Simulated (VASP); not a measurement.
Wanted: the native input for a VASP 6.6.1 run.

* Task: relaxation of cell and atoms
* Functional: PBE
* Potentials or basis: VASP PAW PBE potentials, release 64 (K_sv, Al, Pb_d)
* Cutoff: 500 eV
* k mesh: 4 × 4 × 4
* Occupations: gaussian, width 0.1 eV
* Spin: no spin polarisation
* Dipole correction: no
* Further INCAR settings: ALGO = Normal; EDIFF = 1e-07; IBRION = 2; EDIFFG = -0.04; NSW = 90; ISIF = 3

The structure of KAlPb3 lies in POSCAR:

```
KAlPb3
1.0
    5.1515277535      0.0000000000      0.0000000000
    0.0000000000      5.1515277535      0.0000000000
    0.0000000000      0.0000000000      5.1515277535
K Al Pb
1 1 3
Direct
    0.5000000000      0.5000000000      0.5000000000
    0.0000000000      0.0000000000      0.0000000000
    0.0000000000      0.5000000000      0.5000000000
    0.5000000000      0.0000000000      0.5000000000
    0.5000000000      0.5000000000      0.0000000000
```

One way to write it, as run:

INCAR

```
SYSTEM = KAlPb3
PREC = Accurate ; ENCUT = 500
EDIFF = 1E-7 ; ISMEAR = 0
SIGMA = 0.1 ; LREAL = .FALSE.
LASPH = .TRUE. ; NELM = 120
ALGO = Normal ; ISIF = 3
LWAVE = .FALSE. ; LCHARG = .FALSE.
GGA = PE ; IBRION = 2
NSW = 90 ; EDIFFG = -0.04
GGA_COMPAT = .FALSE. ; NELMIN = 4
```

KPOINTS

```
Automatic mesh
0
G
  4 4 4
  0 0 0
```

Potentials or basis: VASP PAW PBE potentials, release 64 (K_sv, Al, Pb_d).

The run is started by

```bash
$ cat potpaw_PBE.64/K_sv/POTCAR potpaw_PBE.64/Al/POTCAR potpaw_PBE.64/Pb_d/POTCAR > POTCAR
$ mpirun -np 1 vasp_std > vasp.out
```

Results of the run:

```json
{"Relaxed volume": "42.37 Å³/atom", "Relaxed cell": "a = 5.961 Å, b = 5.961 Å, c = 5.961 Å, α = 90.00°, β = 90.00°, γ = 90.00°", "Space group after relaxing (to 0.1 Å)": "Pm-3m (No. 221)", "Energy gained by relaxing": "577.4 meV/atom", "Ionic steps": "4", "Pressure after relaxing": "0.0 GPa", "Band gap on the k mesh": "zero (bands 27 and 28 overlap by 1.59 eV)"}
```

Caveat: the volume moved by over 15 % at a fixed basis, so the end points are rough; spin-orbit coupling is left out, which moves the levels of the heavy elements.

Wall time 3.6 min on 1 thread of Intel Xeon 8259CL, with other jobs on the host, peak memory 0.27 GiB.
